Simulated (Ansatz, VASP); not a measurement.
# Two plane-wave programs on SnO2

```
Sn O
1.0
    -3.23725    0.00000    0.00000
    -1.61863   -2.80354    0.00000
    -3.88470   -2.24283   13.67548
Sn O
3 6
Direct
  0.29008 0.29008 0.47073
  0.87448 0.87448 0.15690
  0.70568 0.70568 0.78457
  0.48320 0.48320 0.22933
  0.31440 0.31440 0.85700
  0.89880 0.89880 0.54317
  0.09696 0.09696 0.71214
  0.68136 0.68136 0.39830
  0.26576 0.26576 0.08447
```

Alike in both runs: task single point; functional PBE; dispersion D3(BJ); k mesh 9 × 9 × 2; occupations gaussian, width 0.05 eV; no spin polarisation.

|  | VASP | Ansatz |
| --- | --- | --- |
| version | VASP 6.6.1 | Ansatz 0.2.0 |
| potentials or method | VASP PAW PBE potentials, release 64 (Sn_d, O), cutoff 520 eV | scalar-relativistic, plane waves, PAW |
| valence electrons in the cell | 78 | 78 |

VASP gave:

```
gap on the k mesh at the Fermi level (eV)                     : 1.75
least direct gap on the mesh (eV)                             : 1.83
pressure (GPa)                                                : 0.3
traceless stress, the component that is largest in VASP (GPa) : -0.16
rms of the force components (eV/Å)                            : 0.073
```

Task: Which values does Ansatz return?

Result: gap on the k mesh at the Fermi level (eV): 1.77; least direct gap on the mesh (eV): 1.85; pressure (GPa): -0.3; traceless stress, the component that is largest in VASP (GPa): -0.15; rms of the force components (eV/Å): 0.057.

Atom by atom the forces differ by 0.026 eV/Å (rms over components).
